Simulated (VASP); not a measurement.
# Al4Co (P4/nbm) in VASP: relaxation of cell and atoms with PBE

Aim: the relaxation of cell and atoms of Al4Co with PBE.

Everything below comes from runs of VASP 6.6.1. Logs are shortened: lines on timing, memory, paths and dates and some standing lists are left out, and cuts for length are marked.

## (1) The cell of the first run

Symmetry: P4/nbm, No. 125, tetragonal system. The conventional cell has a = 5.370 Å, b = 5.370 Å, c = 4.820 Å, α = 90.00°, β = 90.00°, γ = 90.00°. Within 3.1 Å of Al (site symmetry m) lie 2 Co at 2.33 Å and 11 Al at 2.62 to 3.09 Å. Co (site symmetry 422) has 8 Al at 2.33 Å within 3.1 Å.

## (2) Relaxation of cell and atoms, PBE, collinear spin, ferromagnetic start

File INCAR:

```
SYSTEM = Al4Co
PREC     = Accurate       ! precision mode
ENCUT    = 600            ! plane-wave cutoff, eV
EDIFF    = 1E-7           ! SCF threshold, eV
ISMEAR   = 0              ! smearing method
SIGMA    = 0.2            ! smearing width, eV
LREAL    = .False.        ! projectors in reciprocal space
LASPH    = .True.         ! aspherical terms in the spheres
NELM     = 150            ! most SCF steps
ALGO     = Normal         ! electronic algorithm
ISIF     = 3              ! what is computed and relaxed
LWAVE    = .False.        ! write WAVECAR
LCHARG   = .False.        ! write CHGCAR
ISPIN    = 2              ! spin polarisation
MAGMOM   = 0 0 0 0 0 0 0 0 3 3 ! initial moments
LORBIT   = 11             ! projections on sites
LMAXMIX  = 4              ! l up to which the mixer works
GGA      = PE             ! functional
IBRION   = 2              ! ionic algorithm
NSW      = 36             ! ionic steps
EDIFFG   = -0.08          ! ionic threshold
```

File KPOINTS:

```
regular mesh
0
Gamma
  3 3 4
  0 0 0
```

File POSCAR:

```
Al4Co
1.0
    5.3700000000      0.0000000000      0.0000000000
    0.0000000000      5.3700000000      0.0000000000
    0.0000000000      0.0000000000      4.8200000000
Al Co
8 2
Direct
    0.3250000000      0.8250000000      0.7450000000
    0.6750000000      0.1750000000      0.7450000000
    0.3250000000      0.1750000000      0.2550000000
    0.8250000000      0.3250000000      0.2550000000
    0.6750000000      0.8250000000      0.2550000000
    0.1750000000      0.6750000000      0.2550000000
    0.1750000000      0.3250000000      0.7450000000
    0.8250000000      0.6750000000      0.7450000000
    0.0000000000      0.0000000000      0.0000000000
    0.5000000000      0.5000000000      0.0000000000
```

Potentials or basis: VASP PAW PBE potentials, release 64 (Al, Co).

The run is started by

```sh
$ cat potpaw_PBE.64/Al/POTCAR potpaw_PBE.64/Co/POTCAR > POTCAR
$ mpirun -np 1 vasp_std > vasp.out
```

OUTCAR:

```text
SYSTEM = Al4Co
   PREC = Accurate
   ENCUT = 600
   EDIFF = 1E-7
   ISMEAR = 0
   LREAL = .False.
   LASPH = .True.
   NELM = 150
   ISIF = 3
   ISPIN = 2
   LORBIT = 11
   GGA = PE
   IBRION = 2
   NSW = 36
   EDIFFG = -0.08

 ion  position               nearest neighbor table
   1  0.325  0.825  0.745-   9 2.33  10 2.33   6 2.62   2 2.66   6 2.71   7 2.80   8 2.80   7 2.80
                             8 2.80   5 3.02   3 3.02   5 3.09   3 3.09
   2  0.675  0.175  0.745-   9 2.33  10 2.33   4 2.62   1 2.66   4 2.71   7 2.80   8 2.80   8 2.80
                             7 2.80   3 3.02   5 3.02   3 3.09   5 3.09
   3  0.325  0.175  0.255-   9 2.33  10 2.33   7 2.62   5 2.66   7 2.71   4 2.80   6 2.80   6 2.80
                             4 2.80   2 3.02   1 3.02   2 3.09   1 3.09
   4  0.825  0.325  0.255-   9 2.33  10 2.33   2 2.62   6 2.66   2 2.71   3 2.80   5 2.80   5 2.80
                             3 2.80   8 3.02   7 3.02   7 3.09   8 3.09
   5  0.675  0.825  0.255-   9 2.33  10 2.33   8 2.62   3 2.66   8 2.71   4 2.80   6 2.80   4 2.80
                             6 2.80   2 3.02   1 3.02   2 3.09   1 3.09
   6  0.175  0.675  0.255-   9 2.33  10 2.33   1 2.62   4 2.66   1 2.71   5 2.80   3 2.80   3 2.80
                             5 2.80   8 3.02   7 3.02   7 3.09   8 3.09
   7  0.175  0.325  0.745-   9 2.33  10 2.33   3 2.62   8 2.66   3 2.71   1 2.80   2 2.80   1 2.80
                             2 2.80   6 3.02   4 3.02   4 3.09   6 3.09
   8  0.825  0.675  0.745-   9 2.33  10 2.33   5 2.62   7 2.66   5 2.71   1 2.80   2 2.80   2 2.80
                             1 2.80   6 3.02   4 3.02   4 3.09   6 3.09
   9  0.000  0.000  0.000-   1 2.33   2 2.33   3 2.33   4 2.33   5 2.33   6 2.33   7 2.33   8 2.33

  10  0.500  0.500  0.000-   1 2.33   2 2.33   3 2.33   4 2.33   5 2.33   6 2.33   7 2.33   8 2.33

  LATTYP: Found a simple tetragonal cell.
 ALAT       =     5.3700000000
 C/A-ratio  =     0.8975791434

  Lattice vectors:

 A1 = (   5.3700000000,   0.0000000000,   0.0000000000)
 A2 = (   0.0000000000,   5.3700000000,   0.0000000000)
 A3 = (   0.0000000000,   0.0000000000,   4.8200000000)

Analysis of symmetry for initial positions (statically):
=====================================================================
 Subroutine PRICEL returns:
 Original cell was already a primitive cell.

 Routine SETGRP: Setting up the symmetry group for a
 simple tetragonal supercell.

 Subroutine GETGRP returns: Found 16 space group operations
 (whereof  8 operations were pure point group operations)
 out of a pool of 16 trial point group operations.

The static configuration has the point symmetry D_4 .
 The point group associated with its full space group is D_4h.

Analysis of symmetry for dynamics (positions and initial velocities):
=====================================================================
 Subroutine PRICEL returns:
 Original cell was already a primitive cell.

 Routine SETGRP: Setting up the symmetry group for a
 simple tetragonal supercell.

 Subroutine GETGRP returns: Found 16 space group operations
 (whereof  8 operations were pure point group operations)
 out of a pool of 16 trial point group operations.

The dynamic configuration has the point symmetry D_4 .
 The point group associated with its full space group is D_4h.

Analysis of structural, dynamic, and magnetic symmetry:
=====================================================================
 Subroutine PRICEL returns:
 Original cell was already a primitive cell.

 Routine SETGRP: Setting up the symmetry group for a
 simple tetragonal supercell.

 Subroutine GETGRP returns: Found 16 space group operations
 (whereof  8 operations were pure point group operations)
 out of a pool of 16 trial point group operations.

The overall configuration has the point symmetry D_4 .
 The point group associated with its full space group is D_4h.

 Subroutine INISYM returns: Found 16 space group operations
 (whereof  8 operations are pure point group operations),
 and found     1 'primitive' translations

----------------------------------------------------------------------------------------

                                     Primitive cell

  volume of cell :     138.9939

  direct lattice vectors                    reciprocal lattice vectors
     5.370000000  0.000000000  0.000000000     0.186219739  0.000000000  0.000000000
     0.000000000  5.370000000  0.000000000     0.000000000  0.186219739  0.000000000
[... 63 lines left out ...]
  0.333333  0.333333  0.250000      8.000000
  0.000000  0.000000  0.500000      1.000000
  0.333333  0.000000  0.500000      4.000000
  0.333333  0.333333  0.500000      4.000000
   k-points           NKPTS =      9   k-points in BZ     NKDIM =      9   number of bands    NBANDS=     30
   number of dos      NEDOS =    301   number of ions     NIONS =     10
   total plane-waves  NPLWV =  92160
   dimension x,y,z NGX =    48 NGY =   48 NGZ =   40
   dimension x,y,z NGXF=    96 NGYF=   96 NGZF=   80
   ions per type =               8   2
   NGX,Y,Z   is equivalent  to a cutoff of  14.86, 14.86, 13.80 a.u.
   NGXF,Y,Z  is equivalent  to a cutoff of  29.72, 29.72, 27.59 a.u.
 SYSTEM =  Al4Co
   PREC   = accura    normal or accurate (medium, high low for compatibility)
   ISTART =      0    job   : 0-new  1-cont  2-samecut
   ICHARG =      2    charge: 1-file 2-atom 10-const
   ISPIN  =      2    spin polarized calculation?
   LNONCOLLINEAR =      F non collinear calculations
   LSORBIT =      F    spin-orbit coupling
   LASPH  =      T    aspherical Exc in radial PAW
   ENCUT  =  600.0 eV  44.10 Ry    6.64 a.u.  10.73 10.73  9.63*2*pi/ulx,y,z
   NELM   =    150;   NELMIN=  2; NELMDL= -5     # of ELM steps
   EDIFF  = 0.1E-06   stopping-criterion for ELM
   LREAL  =      F    real-space projection
   EDIFFG = -.8E-01   stopping-criterion for IOM
   NSW    =     36    number of steps for IOM
   IBRION =      2    ionic relax: 0-MD 1-quasi-New 2-CG
   NFREE  =      1    steps in history (QN), initial steepest desc. (CG)
   ISIF   =      3    stress and relaxation
   ISYM   =      2    0-nonsym 1-usesym 2-fastsym
   POTIM  = 0.5000    time-step for ionic-motion
   TEBEG  =    0.0;   TEEND  =   0.0 temperature during run
   PSTRESS=    0.0 pullay stress
   NELECT =      42.0000    total number of electrons
   NUPDOWN=      -1.0000    fix difference up-down
   EMIN   =  10.00;   EMAX   =-10.00  energy-range for DOS
   EFERMI =   0.00;   METHOD = LEGACY
   ISMEAR =     0;   SIGMA  =   0.20  broadening in eV -4-tet -1-fermi 0-gaus
   EFERMI_NEDOS =   21; number of points for ismear=-14 and -15
   IALGO  =     38    algorithm
   IMIX   =      4    mixing-type and parameters
     AMIX     =   0.40;   BMIX     =  1.00
     AMIX_MAG =   1.60;   BMIX_MAG =  1.00
  volume/ion in A,a.u.               =      13.90        93.80
  Fermi-wavevector in a.u.,A,eV,Ry     =   1.098566  2.075988 16.420147  1.206847
  Thomas-Fermi vector in A             =   2.234945
   LORBIT       =     11    0 simple, 1 ext, 2 COOP (PROOUT), +10 PAW based schemes
   GGA     = PE    functional components
   LHFCALC =     F    Hartree Fock is set to
   AEXX    =    0.0000 exact exchange contribution
   IVDW    =     0    specifies the selected vdW correction
   LEPSILON=     F    determine dielectric tensor
   LRPA    =     F    only Hartree local field effects (RPA)
 conjugate gradient relaxation of ions
 spin polarized calculation
 Gauss-broadening in eV      SIGMA  =   0.20
  energy-cutoff  :      600.00
  volume of cell :      138.99
 maximum number of plane-waves:      4660
 NGX is ok and might be reduce to    48
   NGX = 21   NGY = 21   NGZ = 19

--------------------------------------- Ionic step        1  -------------------------------------------

 number of electron      41.9999999 magnetization       0.0010481

 number of electron      41.9999999 magnetization      -0.0002794

 Free energy of the ion-electron system (eV)
  ---------------------------------------------------
  ext. energy  EPLUGINS =         0.00000000
  ---------------------------------------------------
  free energy    TOTEN  =       -44.28467372 eV

  energy without entropy =      -44.18784140  energy(sigma->0) =      -44.23625756

------------------------ aborting loop because EDIFF is reached ----------------------------------------

  FORCE on cell =-STRESS in cart. coord.  units (eV):
  Direction    XX          YY          ZZ          XY          YZ          ZX
  --------------------------------------------------------------------------------------
  -------------------------------------------------------------------------------------
  Total       14.8667295     14.8667295     11.8726459      0.0000000      0.0000000      0.0000000
  in kB      171.3682703    171.3682703    136.8555728      0.0000000      0.0000000      0.0000000
  external PRESSURE =     159.8640378 kB  Pullay stress =       0.0000000 kB
[... 263 lines left out ...]
 number of electron      41.9999989 magnetization       0.0000005

 number of electron      41.9999989 magnetization      -0.0000004

 Free energy of the ion-electron system (eV)
  ---------------------------------------------------
  ext. energy  EPLUGINS =         0.00000000
  ---------------------------------------------------
  free energy    TOTEN  =       -45.18258317 eV

  energy without entropy =      -45.05086288  energy(sigma->0) =      -45.11672303

 E-fermi :   7.5533     XC(G=0): -10.4311

 val. band max:        7.5440703781   @ k =   0.3333   0.0000   0.0000
 cond. band min:       7.5591098916   @ k =   0.3333   0.0000   0.2500
 fundamental gap:      0.0150395135
 Fermi energy:         7.5533348091

 spin component 1

 k-point     1 :       0.0000    0.0000    0.0000
  band No.  band energies     occupation
      1      -2.7376      1.00000
      2       1.5035      1.00000
      3       1.5035      1.00000
      4       1.5834      1.00000
      5       2.7571      1.00000
      6       2.9254      1.00000
[... 286 lines left out ...]
     29      12.1871      0.00000
     30      12.3338      0.00000
 Fermi energy:         7.5533348091

 spin component 2

 k-point     1 :       0.0000    0.0000    0.0000
  band No.  band energies     occupation
      1      -2.7376      1.00000
      2       1.5035      1.00000
      3       1.5035      1.00000
      4       1.5834      1.00000
      5       2.7571      1.00000
      6       2.9254      1.00000
[... 323 lines left out ...]
  FREE ENERGIE OF THE ION-ELECTRON SYSTEM (eV)
  ---------------------------------------------------
  free  energy   TOTEN  =       -45.1825831748 eV

  energy  without entropy=      -45.0508628833  energy(sigma->0) =      -45.11672303

 reached required accuracy - stopping structural energy minimisation

 total charge

# of ion       s       p       d       tot
------------------------------------------
    1        0.433   0.346   0.000   0.780
    2        0.433   0.346   0.000   0.780
    3        0.433   0.346   0.000   0.780
    4        0.433   0.346   0.000   0.780
    5        0.433   0.346   0.000   0.780
    6        0.433   0.346   0.000   0.780
    7        0.433   0.346   0.000   0.780
    8        0.433   0.346   0.000   0.780
    9        0.522   0.500   7.534   8.556
   10        0.522   0.500   7.534   8.556
--------------------------------------------------
tot          4.510   3.771  15.069  23.350

 magnetization (x)

# of ion       s       p       d       tot
------------------------------------------
    1       -0.000   0.000   0.000  -0.000
    2       -0.000   0.000   0.000  -0.000
    3       -0.000   0.000   0.000  -0.000
    4       -0.000   0.000   0.000  -0.000
    5       -0.000   0.000   0.000  -0.000
    6       -0.000   0.000   0.000  -0.000
    7       -0.000   0.000   0.000  -0.000
    8       -0.000   0.000   0.000  -0.000
    9        0.000   0.000   0.000   0.000
   10        0.000   0.000   0.000   0.000
--------------------------------------------------
tot         -0.000   0.000   0.000   0.000
```

It took 23 min on 1 thread of Intel Xeon 8259CL, shared host; peak memory 0.39 GiB.

What came out:

* Free energy: -45.1826 eV
* Relaxed volume: 15.91 Å³/atom
* Relaxed cell: a = 5.641 Å, b = 5.641 Å, c = 5.000 Å, α = 90.00°, β = 90.00°, γ = 90.00°
* Space group after relaxing (to 0.1 Å): P4/nbm (No. 125)
* Energy gained by relaxing: 89.8 meV/atom
* Ionic steps: 7
* Pressure after relaxing: -0.2 GPa
* Largest force after relaxing: 0.045 eV/Å
* Band gap on the k mesh: zero (filled and empty bands overlap)
* Net moment: 0.00 μB per cell
* Valence electrons inside the program's atomic spheres: Al 0.78; Co 8.56

Forces in eV/Å, atoms in the order of the input:
```
Al  -0.029 -0.029 -0.018
Al   0.029  0.029 -0.018
Al  -0.029  0.029  0.018
Al  -0.029 -0.029  0.018
Al   0.029 -0.029  0.018
Al   0.029  0.029  0.018
Al   0.029 -0.029 -0.018
Al  -0.029  0.029 -0.018
Co   0.000  0.000  0.000
Co   0.000  0.000  0.000
```

The path:
```
step  energy change (eV)  largest force (eV/Å)  pressure (GPa)  volume (Å³)
   1              0.0000                0.4029           15.99       138.99
   2             -0.6005                0.4266           -6.00       168.79
   3             -0.8376                0.2801           -0.01       157.18
   4             -0.8626                0.2041            0.01       157.47
   5             -0.8896                0.0524            0.20       158.15
   6             -0.8900                0.0404            0.24       158.24
   7             -0.8979                0.0448           -0.20       159.12
```

Final structure:
```
CELL_PARAMETERS angstrom
5.64111 0.00000 0.00000
0.00000 5.64111 0.00000
0.00000 0.00000 5.00019
ATOMIC_POSITIONS crystal
Al 0.31825 0.81825 0.74546
Al 0.68175 0.18175 0.74546
Al 0.31825 0.18175 0.25454
Al 0.81825 0.31825 0.25454
Al 0.68175 0.81825 0.25454
Al 0.18175 0.68175 0.25454
Al 0.18175 0.31825 0.74546
Al 0.81825 0.68175 0.74546
Co 0.00000 0.00000 0.00000
Co 0.50000 0.50000 0.00000
```

Caveat: the k points lie up to 0.37 Å⁻¹ apart in the final cell, too coarse for converged energies and pressures of a metal; the moments typed at the start vanished in this run; the relaxation stopped at a loose force limit of 0.08 eV/Å, so its end isn't a converged minimum.
